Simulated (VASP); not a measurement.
Input of a VASP 6.6.1 run:

POSCAR

```
ZrO2
1.0
    0.0000000000      2.5721964942      2.5721964942
    2.5721964942      0.0000000000      2.5721964942
    2.5721964942      2.5721964942      0.0000000000
Zr O
1 2
Direct
    0.0000000000      0.0000000000      0.0000000000
    0.2500000000      0.2500000000      0.2500000000
    0.7500000000      0.7500000000      0.7500000000
```

Contents of INCAR.step1:

```
SYSTEM = ZrO2
PREC = Accurate
ENCUT = 660
ISMEAR = 0
SIGMA = 0.01
LREAL = .FALSE.
LASPH = .TRUE.
NELM = 120
NBANDS = 19
GGA = PE
ALGO = Normal
EDIFF = 1E-5
LWAVE = .TRUE.
LCHARG = .FALSE.
GGA_COMPAT = .FALSE.
```

The input INCAR.step2:

```
SYSTEM = ZrO2
PREC = Accurate
ENCUT = 660
EDIFF = 1E-6
ISMEAR = 0
SIGMA = 0.01
LREAL = .FALSE.
LASPH = .TRUE.
NELM = 120
ALGO = Normal
ISIF = 2
LWAVE = .FALSE.
LCHARG = .TRUE.
METAGGA = R2SCAN
LMIXTAU = .TRUE.
LELF = .TRUE.
LVHAR = .TRUE.
NBANDS = 19
ISTART = 1
GGA_COMPAT = .FALSE.
```

The input KPOINTS:

```
regular mesh
0
G
  8 8 8
  0 0 0
```

Potentials or basis: VASP PAW PBE potentials, release 64 (Zr_sv, O).

Run with:

```bash
$ cat potpaw_PBE.64/Zr_sv/POTCAR potpaw_PBE.64/O/POTCAR > POTCAR
$ cp INCAR.step1 INCAR
$ mpirun -np 1 vasp_std > vasp.out
$ cp INCAR.step2 INCAR
$ mpirun -np 1 vasp_std > vasp.out
```

Question: Predict the band gap on the k mesh.

Answer: 3.77 eV (least direct gap 4.15 eV).

Question: What does it give for the pressure?

Answer: -7.8 GPa.

Caveat: the cell differs from its parent crystal (strain +1.1%); the cell stands under tension; the PAW data sets were made with another functional, which shifts forces and pressure a little. A k mesh can miss the band edges.
